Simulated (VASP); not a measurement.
# Zr3H (Pm-3m) in VASP: notebook

Runs on Zr3H. Level: PBE. Tasks: single point, relaxation of cell and atoms.

Program: VASP 6.6.1. These are calculated values, not measurements. Logs are shortened: lines on timing, memory, paths and dates and some standing lists are left out, and cuts for length are marked.

### 1 The cell of the first run

Symmetry: Pm-3m, No. 221, cubic system. The conventional cell has a = 3.943 Å, b = 3.943 Å, c = 3.943 Å, α = 90.00°, β = 90.00°, γ = 90.00°. Zr (site symmetry 4/mmm) has 8 Zr at 2.79 Å and 4 H at 2.79 Å within 3.7 Å. Within 3.7 Å of H (site symmetry m-3m) lie 12 Zr at 2.79 Å.

### 2 Single point, PBE

Contents of INCAR:

```
PREC = Accurate ; ENCUT = 520
EDIFF = 1E-6 ; ISMEAR = 0
SIGMA = 0.1 ; LREAL = False
LASPH = True ; NELM = 100
ALGO = Normal ; ISIF = 2
LWAVE = False ; LCHARG = False
GGA = PE ; NBANDS = 26
```

Contents of KPOINTS:

```
regular mesh
0
Gamma
  4 4 4
```

Contents of POSCAR:

```
Zr3H
1.0
    3.9434273900      0.0000000000      0.0000000000
    0.0000000000      3.9434273900      0.0000000000
    0.0000000000      0.0000000000      3.9434273900
Zr H
3 1
Direct
    0.5000000000      0.0000000000      0.0000000000
    0.0000000000      0.5000000000      0.0000000000
    0.0000000000      0.0000000000      0.5000000000
    0.5000000000      0.5000000000      0.5000000000
```

Potentials or basis: VASP PAW PBE potentials, release 64 (Zr_sv, H).

The run is started by

```bash
cat potpaw_PBE.64/Zr_sv/POTCAR potpaw_PBE.64/H/POTCAR > POTCAR
mpirun -np 1 vasp_std > vasp.out
```

OUTCAR:

```text
PREC = Accurate
   ENCUT = 520
   EDIFF = 1E-6
   ISMEAR = 0
   LREAL = False
   LASPH = True
   NELM = 100
   ISIF = 2
   GGA = PE

 ion  position               nearest neighbor table
   1  0.500  0.000  0.000-   2 2.79   3 2.79   3 2.79   2 2.79   2 2.79   3 2.79   3 2.79   2 2.79

   2  0.000  0.500  0.000-   1 2.79   3 2.79   3 2.79   1 2.79   3 2.79   3 2.79   1 2.79   1 2.79

   3  0.000  0.000  0.500-   1 2.79   2 2.79   1 2.79   2 2.79   2 2.79   2 2.79   1 2.79   1 2.79

   4  0.500  0.500  0.500-

  LATTYP: Found a simple cubic cell.
 ALAT       =     3.9434273900

  Lattice vectors:

 A1 = (   3.9434273900,   0.0000000000,   0.0000000000)
 A2 = (   0.0000000000,   3.9434273900,   0.0000000000)
 A3 = (   0.0000000000,   0.0000000000,   3.9434273900)

Analysis of symmetry for initial positions (statically):
=====================================================================
 Subroutine PRICEL returns:
 Original cell was already a primitive cell.

 Routine SETGRP: Setting up the symmetry group for a
 simple cubic supercell.

 Subroutine GETGRP returns: Found 48 space group operations
 (whereof 48 operations were pure point group operations)
 out of a pool of 48 trial point group operations.

The static configuration has the point symmetry O_h .

Analysis of symmetry for dynamics (positions and initial velocities):
=====================================================================
 Subroutine PRICEL returns:
 Original cell was already a primitive cell.

 Routine SETGRP: Setting up the symmetry group for a
 simple cubic supercell.

 Subroutine GETGRP returns: Found 48 space group operations
 (whereof 48 operations were pure point group operations)
 out of a pool of 48 trial point group operations.

The dynamic configuration has the point symmetry O_h .

 Subroutine INISYM returns: Found 48 space group operations
 (whereof 48 operations are pure point group operations),
 and found     1 'primitive' translations

----------------------------------------------------------------------------------------

                                     Primitive cell

  volume of cell :      61.3227

  direct lattice vectors                    reciprocal lattice vectors
     3.943427390  0.000000000  0.000000000     0.253586513  0.000000000  0.000000000
     0.000000000  3.943427390  0.000000000     0.000000000  0.253586513  0.000000000
     0.000000000  0.000000000  3.943427390     0.000000000  0.000000000  0.253586513

  length of vectors
     3.943427390  3.943427390  3.943427390     0.253586513  0.253586513  0.253586513

  position of ions in fractional coordinates (direct lattice)
     0.500000000  0.000000000  0.000000000
     0.000000000  0.500000000  0.000000000
     0.000000000  0.000000000  0.500000000
     0.500000000  0.500000000  0.500000000

  ion indices of the primitive-cell ions
   primitive index   ion index
                 1           1
                 2           2
                 3           3
                 4           4

----------------------------------------------------------------------------------------

 KPOINTS: regular mesh

Automatic generation of k-mesh.
 Grid dimensions read from file:
 generate k-points for:    4    4    4

 Generating k-lattice:

  Cartesian coordinates                     Fractional coordinates (reciprocal lattice)
     0.063396628  0.000000000  0.000000000     0.250000000  0.000000000  0.000000000
     0.000000000  0.063396628  0.000000000     0.000000000  0.250000000  0.000000000
     0.000000000  0.000000000  0.063396628     0.000000000  0.000000000  0.250000000

  Length of vectors
     0.063396628  0.063396628  0.063396628

  Shift w.r.t. Gamma in fractional coordinates (k-lattice)
     0.000000000  0.000000000  0.000000000

 Subroutine IBZKPT returns following result:
 ===========================================

 Found     10 irreducible k-points:

 Following reciprocal coordinates:
            Coordinates               Weight
  0.000000  0.000000  0.000000      1.000000
  0.250000  0.000000  0.000000      6.000000
  0.500000  0.000000  0.000000      3.000000
  0.250000  0.250000  0.000000     12.000000
  0.500000  0.250000  0.000000     12.000000
  0.500000  0.500000  0.000000      3.000000
  0.250000  0.250000  0.250000      8.000000
  0.500000  0.250000  0.250000     12.000000
  0.500000  0.500000  0.250000      6.000000
  0.500000  0.500000  0.500000      1.000000
   k-points           NKPTS =     10   k-points in BZ     NKDIM =     10   number of bands    NBANDS=     26
   number of dos      NEDOS =    301   number of ions     NIONS =      4
   total plane-waves  NPLWV =  27000
   dimension x,y,z NGX =    30 NGY =   30 NGZ =   30
   dimension x,y,z NGXF=    60 NGYF=   60 NGZF=   60
   ions per type =               3   1
   NGX,Y,Z   is equivalent  to a cutoff of  12.65, 12.65, 12.65 a.u.
   NGXF,Y,Z  is equivalent  to a cutoff of  25.29, 25.29, 25.29 a.u.
 SYSTEM =  unknown system
   PREC   = accura    normal or accurate (medium, high low for compatibility)
   ISTART =      0    job   : 0-new  1-cont  2-samecut
   ICHARG =      2    charge: 1-file 2-atom 10-const
   ISPIN  =      1    spin polarized calculation?
   LNONCOLLINEAR =      F non collinear calculations
   LSORBIT =      F    spin-orbit coupling
   LASPH  =      T    aspherical Exc in radial PAW
   ENCUT  =  520.0 eV  38.22 Ry    6.18 a.u.   7.33  7.33  7.33*2*pi/ulx,y,z
   NELM   =    100;   NELMIN=  2; NELMDL= -5     # of ELM steps
   EDIFF  = 0.1E-05   stopping-criterion for ELM
   LREAL  =      F    real-space projection
   EDIFFG = 0.1E-04   stopping-criterion for IOM
   NSW    =      0    number of steps for IOM
   IBRION =     -1    ionic relax: 0-MD 1-quasi-New 2-CG
   NFREE  =      0    steps in history (QN), initial steepest desc. (CG)
   ISIF   =      2    stress and relaxation
   ISYM   =      2    0-nonsym 1-usesym 2-fastsym
   POTIM  = 0.5000    time-step for ionic-motion
   TEBEG  =    0.0;   TEEND  =   0.0 temperature during run
   PSTRESS=    0.0 pullay stress
   NELECT =      37.0000    total number of electrons
   NUPDOWN=      -1.0000    fix difference up-down
   EMIN   =  10.00;   EMAX   =-10.00  energy-range for DOS
   EFERMI =   0.00;   METHOD = LEGACY
   ISMEAR =     0;   SIGMA  =   0.10  broadening in eV -4-tet -1-fermi 0-gaus
   EFERMI_NEDOS =   21; number of points for ismear=-14 and -15
   IALGO  =     38    algorithm
   IMIX   =      4    mixing-type and parameters
     AMIX     =   0.40;   BMIX     =  1.00
     AMIX_MAG =   1.60;   BMIX_MAG =  1.00
  volume/ion in A,a.u.               =      15.33       103.46
  Fermi-wavevector in a.u.,A,eV,Ry     =   1.383359  2.614169 26.037225  1.913682
  Thomas-Fermi vector in A             =   2.507964
   LORBIT       =      0    0 simple, 1 ext, 2 COOP (PROOUT), +10 PAW based schemes
   GGA     = PE    functional components
   LHFCALC =     F    Hartree Fock is set to
   AEXX    =    0.0000 exact exchange contribution
   IVDW    =     0    specifies the selected vdW correction
   LEPSILON=     F    determine dielectric tensor
   LRPA    =     F    only Hartree local field effects (RPA)
 non-spin polarized calculation
 Gauss-broadening in eV      SIGMA  =   0.10
  energy-cutoff  :      520.00
  volume of cell :       61.32
 maximum number of plane-waves:      1671
 NGX is ok and might be reduce to    30
   NGX = 15   NGY = 15   NGZ = 15

 number of electron      36.9999999 magnetization

 Free energy of the ion-electron system (eV)
  ---------------------------------------------------
  ext. energy  EPLUGINS =         0.00000000
  ---------------------------------------------------
  free energy    TOTEN  =       -25.22371153 eV

  energy without entropy =      -25.19672946  energy(sigma->0) =      -25.21022050

 E-fermi :  10.5988     XC(G=0): -11.7877

 val. band max:       10.5776068836   @ k =   0.5000   0.2500   0.2500
 cond. band min:      10.6194851045   @ k =   0.5000   0.0000   0.0000
 fundamental gap:      0.0418782209
 Fermi energy:        10.5987714849

 k-point     1 :       0.0000    0.0000    0.0000
  band No.  band energies     occupation
      1     -37.9860      2.00000
      2     -37.3057      2.00000
      3     -37.3057      2.00000
      4     -16.8560      2.00000
      5     -16.8560      2.00000
      6     -16.8560      2.00000
[... 18 lines left out ...]
     25      15.8393      0.00000
     26      15.8393      0.00000

 k-point     2 :       0.2500    0.0000    0.0000
  band No.  band energies     occupation
      1     -37.9022      2.00000
      2     -37.3952      2.00000
      3     -37.3039      2.00000
      4     -16.7024      2.00000
      5     -16.7024      2.00000
      6     -16.6086      2.00000
[... 18 lines left out ...]
     25      15.6095      0.00000
     26      15.6097      0.00000

 k-point     3 :       0.5000    0.0000    0.0000
  band No.  band energies     occupation
      1     -37.7650      2.00000
      2     -37.5380      2.00000
      3     -37.3021      2.00000
      4     -16.4869      2.00000
      5     -16.4869      2.00000
      6     -16.0018      2.00000
[... 18 lines left out ...]
     25      14.2395      0.00000
     26      14.2396      0.00000

 k-point     4 :       0.2500    0.2500    0.0000
  band No.  band energies     occupation
      1     -37.8266      2.00000
      2     -37.4207      2.00000
      3     -37.3545      2.00000
      4     -16.8243      2.00000
      5     -16.5385      2.00000
      6     -16.2225      2.00000
[... 18 lines left out ...]
     25      14.5583      0.00000
     26      14.7894      0.00000
[... 90 lines left out ...]
      1     -37.6478      2.00000
      2     -37.5325      2.00000
      3     -37.4162      2.00000
      4     -17.1110      2.00000
      5     -16.4714      2.00000
      6     -16.3678      2.00000
[... 18 lines left out ...]
     25      14.8477      0.00000
     26      14.9651      0.00000

 k-point     9 :       0.5000    0.5000    0.2500
  band No.  band energies     occupation
      1     -37.5310      2.00000
      2     -37.5297      2.00000
      3     -37.5297      2.00000
      4     -17.3274      2.00000
      5     -16.6843      2.00000
      6     -16.4107      2.00000
[... 18 lines left out ...]
     25      14.2863      0.00000
     26      14.4408      0.00000

 k-point    10 :       0.5000    0.5000    0.5000
  band No.  band energies     occupation
      1     -37.5270      2.00000
      2     -37.5270      2.00000
      3     -37.5270      2.00000
      4     -17.6496      2.00000
      5     -16.6757      2.00000
      6     -16.6757      2.00000
[... 18 lines left out ...]
     25      13.6133      0.00000
     26      13.6133      0.00000

------------------------ aborting loop because EDIFF is reached ----------------------------------------

  FORCE on cell =-STRESS in cart. coord.  units (eV):
  Direction    XX          YY          ZZ          XY          YZ          ZX
  --------------------------------------------------------------------------------------
  -------------------------------------------------------------------------------------
  Total        9.2943962      9.2943962      9.2943962     -0.0000000     -0.0000000      0.0000000
  in kB      242.8344055    242.8344055    242.8344055     -0.0000000     -0.0000000      0.0000000
  external PRESSURE =     242.8344055 kB  Pullay stress =       0.0000000 kB

 VOLUME and BASIS-vectors are now :
 -----------------------------------------------------------------------------
  energy-cutoff  :      520.00
  volume of cell :       61.32
      direct lattice vectors                 reciprocal lattice vectors
     3.943427390  0.000000000  0.000000000     0.253586513  0.000000000  0.000000000
     0.000000000  3.943427390  0.000000000     0.000000000  0.253586513  0.000000000
     0.000000000  0.000000000  3.943427390     0.000000000  0.000000000  0.253586513

 POSITION                                       TOTAL-FORCE (eV/Angst)
 -----------------------------------------------------------------------------------
      1.97171      0.00000      0.00000         0.000000      0.000000      0.000000
      0.00000      1.97171      0.00000         0.000000      0.000000      0.000000
      0.00000      0.00000      1.97171         0.000000      0.000000      0.000000
      1.97171      1.97171      1.97171         0.000000      0.000000      0.000000
 -----------------------------------------------------------------------------------
    total drift:                                0.000000     -0.000000      0.000000

  FREE ENERGIE OF THE ION-ELECTRON SYSTEM (eV)
  ---------------------------------------------------
  free  energy   TOTEN  =       -25.2237115321 eV

  energy  without entropy=      -25.1967294632  energy(sigma->0) =      -25.21022050
```

Wall time 18 s (1 thread of Intel Xeon Platinum 8375C at 2.90GHz (Ice Lake), shared host); peak memory 0.16 GiB.

Results:

| Property | Result |
| --- | --- |
| Free energy | -25.2237 eV |
| Pressure | 24.3 GPa |

Caveat: the k points lie up to 0.40 Å⁻¹ apart.

### 3 Single point, PBE

This run uses another cell than the first one, of 19.20 Å³/atom, 1.252 times its volume.

Contents of INCAR:

```
SYSTEM = Zr3H
PREC = Accurate ; ENCUT = 520
EDIFF = 1E-6 ; ISMEAR = 0
SIGMA = 0.1 ; LREAL = .FALSE.
LASPH = .TRUE. ; NELM = 80
ALGO = Normal ; ISIF = 2
LWAVE = .FALSE. ; LCHARG = .FALSE.
GGA = PE ; NBANDS = 26
```

Contents of KPOINTS:

```
regular mesh
0
G
  4 4 4
  0 0 0
```

Contents of POSCAR:

```
Zr3H
1.0
    4.2506556314      0.0000000000      0.0000000000
    0.0000000000      4.2506556314      0.0000000000
    0.0000000000      0.0000000000      4.2506556314
Zr H
3 1
Direct
    0.5000000000      0.0000000000      0.0000000000
    0.0000000000      0.5000000000      0.0000000000
    0.0000000000      0.0000000000      0.5000000000
    0.5000000000      0.5000000000      0.5000000000
```

Potentials or basis: VASP PAW PBE potentials, release 64 (Zr_sv, H).

The run is started by

```bash
cat potpaw_PBE.64/Zr_sv/POTCAR potpaw_PBE.64/H/POTCAR > POTCAR
mpirun -np 1 vasp_std > vasp.out
```

It took 15 s on 1 thread of Intel Xeon Platinum 8375C at 2.90GHz (Ice Lake), shared host; peak memory 0.17 GiB.

Results (log left out):

* Free energy: -26.2410 eV
* Pressure: 0.2 GPa

Levels at points of the mesh, in eV from the Fermi level:
```tsv
k point	band 15	band 16	band 17	band 18	band 19	band 20	band 21	band 22	band 23	band 24
(0.00, 0.00, 0.00)	-1.82	-1.82	-1.75	-1.75	-1.75	2.26	2.94	2.94	2.94	4.00
(0.50, 0.00, 0.00)	-2.18	-1.28	-0.42	-0.42	0.03	0.90	0.90	1.64	1.80	2.01
(0.50, 0.50, 0.00)	-1.71	-0.91	-0.61	-0.32	-0.28	-0.28	1.02	1.02	2.30	2.37
(0.50, 0.50, 0.50)	-2.31	-2.31	0.76	0.76	0.76	1.81	1.81	1.81	2.17	2.35
```

Caveat: the k points lie up to 0.37 Å⁻¹ apart.

### 4 Relaxation of cell and atoms, PBE

Contents of INCAR:

```
PREC = Accurate ; ENCUT = 600
EDIFF = 1E-7 ; ISMEAR = 0
SIGMA = 0.1 ; LREAL = F
LASPH = T ; NELM = 80
ALGO = Normal ; ISIF = 3
LWAVE = F ; LCHARG = F
GGA = PE ; IBRION = 2
NSW = 90 ; EDIFFG = -0.04
```

Contents of KPOINTS:

```
regular mesh
0
Gamma
  4 4 4
```

Contents of POSCAR:

```
Zr3H
1.0
    3.9434273900      0.0000000000      0.0000000000
    0.0000000000      3.9434273900      0.0000000000
    0.0000000000      0.0000000000      3.9434273900
Zr H
3 1
Direct
    0.5000000000      0.0000000000      0.0000000000
    0.0000000000      0.5000000000      0.0000000000
    0.0000000000      0.0000000000      0.5000000000
    0.5000000000      0.5000000000      0.5000000000
```

The run is started by

```bash
cat potpaw_PBE.64/Zr_sv/POTCAR potpaw_PBE.64/H/POTCAR > POTCAR
mpirun -np 1 vasp_std > vasp.out
```

It took 36 s on 1 thread of Intel Xeon Platinum 8375C at 2.90GHz (Ice Lake), shared host; peak memory 0.18 GiB.

Results (log left out):

```yaml
Free_energy: -26.2324 eV
Relaxed_volume: 19.20 Å³/atom
Relaxed_cell: a = 4.251 Å, b = 4.251 Å, c = 4.251 Å, α = 90.00°, β = 90.00°, γ = 90.00°
Space_group_after_relaxing_to_0.05_Å: Pm-3m (No. 221)
Energy_gained_by_relaxing: 251.9 meV/atom
Ionic_steps: 3
Pressure_after_relaxing: 0.2 GPa
```

The path:
| step | energy change (eV) | largest force (eV/Å) | pressure (GPa) | volume (Å³) |
| --- | --- | --- | --- | --- |
| 1 | 0.0000 | 0.0000 | 24.30 | 61.32 |
| 2 | -0.8627 | 0.0000 | -5.90 | 84.36 |
| 3 | -1.0077 | 0.0000 | 0.16 | 76.81 |

Final structure:
```yaml
crystal:
  lattice:
    - [4.25084, 0.00000, 0.00000]
    - [0.00000, 4.25084, 0.00000]
    - [0.00000, 0.00000, 4.25084]
  atoms:
    - { symbol: Zr, position: [0.50000, 0.00000, 0.00000] }
    - { symbol: Zr, position: [0.00000, 0.50000, 0.00000] }
    - { symbol: Zr, position: [0.00000, 0.00000, 0.50000] }
    - { symbol: H, position: [0.50000, 0.50000, 0.50000] }
```

Levels at points of the mesh, in eV from the Fermi level:
| k point | band 17 | band 18 | band 19 | band 20 | band 21 | band 22 |
| --- | --- | --- | --- | --- | --- | --- |
| (0.00, 0.00, 0.00) | -1.75 | -1.75 | -1.75 | 2.26 | 2.94 | 2.94 |
| (0.50, 0.00, 0.00) | -0.42 | -0.42 | 0.03 | 0.90 | 0.90 | 1.64 |
| (0.50, 0.50, 0.00) | -0.61 | -0.32 | -0.28 | -0.28 | 1.02 | 1.02 |
| (0.50, 0.50, 0.50) | 0.76 | 0.76 | 0.76 | 1.81 | 1.81 | 1.81 |

Caveat: the k points lie up to 0.37 Å⁻¹ apart in the final cell; the volume moved by over 15 % at a fixed basis, so the end points are rough.

### 5 Single point, PBE

This run uses another cell than the first one, of 19.09 Å³/atom, 1.245 times its volume.

Contents of INCAR:

```
PREC = Accurate
ENCUT = 520
EDIFF = 1E-6
ISMEAR = 0
SIGMA = 0.1
LREAL = F
LASPH = T
NELM = 60
ALGO = Normal
ISIF = 2
LWAVE = F
LCHARG = F
GGA = PE
NBANDS = 26
```

Contents of KPOINTS:

```
regular mesh
0
Gamma
  12 12 12
```

Contents of POSCAR:

```
Zr3H
1.0
    4.2424115305      0.0000000000      0.0000000000
    0.0000000000      4.2424115305      0.0000000000
    0.0000000000      0.0000000000      4.2424115305
Zr H
3 1
Direct
    0.5000000000      0.0000000000      0.0000000000
    0.0000000000      0.5000000000      0.0000000000
    0.0000000000      0.0000000000      0.5000000000
    0.5000000000      0.5000000000      0.5000000000
```

The run is started by

```bash
cat potpaw_PBE.64/Zr_sv/POTCAR potpaw_PBE.64/H/POTCAR > POTCAR
mpirun -np 1 vasp_std > vasp.out
```

It took 80 s on 1 thread of Intel Xeon Platinum 8375C at 2.90GHz (Ice Lake), shared host; peak memory 0.26 GiB.

Results (log left out):

```yaml
Free_energy: -26.2480 eV
Pressure: 0.0 GPa
```

Levels at points of the mesh, in eV from the Fermi level:
| k point | band 16 | band 17 | band 18 | band 19 | band 20 | band 21 | band 22 | band 23 |
| --- | --- | --- | --- | --- | --- | --- | --- | --- |
| (0.00, 0.00, 0.00) | -1.76 | -1.71 | -1.71 | -1.71 | 2.38 | 3.02 | 3.02 | 3.02 |
| (0.50, 0.00, 0.00) | -1.25 | -0.36 | -0.36 | 0.11 | 0.95 | 0.95 | 1.72 | 1.87 |
| (0.50, 0.50, 0.00) | -0.88 | -0.55 | -0.27 | -0.22 | -0.22 | 1.08 | 1.08 | 2.38 |
| (0.50, 0.50, 0.50) | -2.27 | 0.82 | 0.82 | 0.82 | 1.91 | 1.91 | 1.91 | 2.22 |

### 6 The runs side by side

```csv
task,cell,k mesh,cutoff (eV),gap on the mesh (eV),pressure (GPa)
single point,"a = 3.943 Å, 4 atoms",4 × 4 × 4,520,none,24.3
single point,"a = 4.251 Å, 4 atoms",4 × 4 × 4,520,none,0.2
relaxation of cell and atoms,"relaxed from a = 3.943 Å, 4 atoms",4 × 4 × 4,600,none,0.2
single point,"a = 4.242 Å, 4 atoms",12 × 12 × 12,520,none,0.0
```

Alike in all rows: level PBE; potentials or basis VASP PAW PBE potentials, release 64 (Zr_sv, H); no spin polarisation; smearing gaussian 0.1 eV.

Caveats: some runs use coarse meshes; the volume moved by over 15 % at a fixed basis, so the end points are rough (some runs).

Total energies depend on the potentials used, so only differences within one code and one set of settings carry meaning.
